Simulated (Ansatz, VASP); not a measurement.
# Two plane-wave programs on Sb

```
Sb
1.0
     3.31353    0.00000    0.00000
    -1.65676    2.86960    0.00000
     0.00000    0.00000   26.82190
Sb
5
Direct
  0.83333 0.16667 0.29826
  0.16667 0.83333 0.39913
  0.50000 0.50000 0.50000
  0.83333 0.16667 0.60087
  0.16667 0.83333 0.70174
```

Alike in both runs: task single point; functional LDA; k mesh 14 × 14 × 1; occupations fermi-dirac, width 0.05 eV; no spin polarisation.

|  | VASP | Ansatz |
| --- | --- | --- |
| version | VASP 6.6.1 | Ansatz 0.2.0 |
| potentials or method | VASP PAW LDA potentials, release 64 (Sb) | PAW with Ansatz's default frozen-core files, scalar-relativistic |
| plane-wave cutoff (eV) | 520 | 420 |
| valence electrons in the cell | 25 | 75 |

Ansatz gave:

* rms of the force components (eV/Å): 0.141

Task: Which values does VASP return?

Result: rms of the force components (eV/Å): 0.137.

LDA's correlation is that of Perdew and Zunger in VASP and of Perdew and Wang (1992) in Ansatz. Atom by atom the forces differ by 0.004 eV/Å (rms over components). VASP's potentials hold 25 valence electrons a cell and Ansatz's 75, so a difference there can come from the potentials and not from the codes.

Spin-orbit coupling is off throughout.
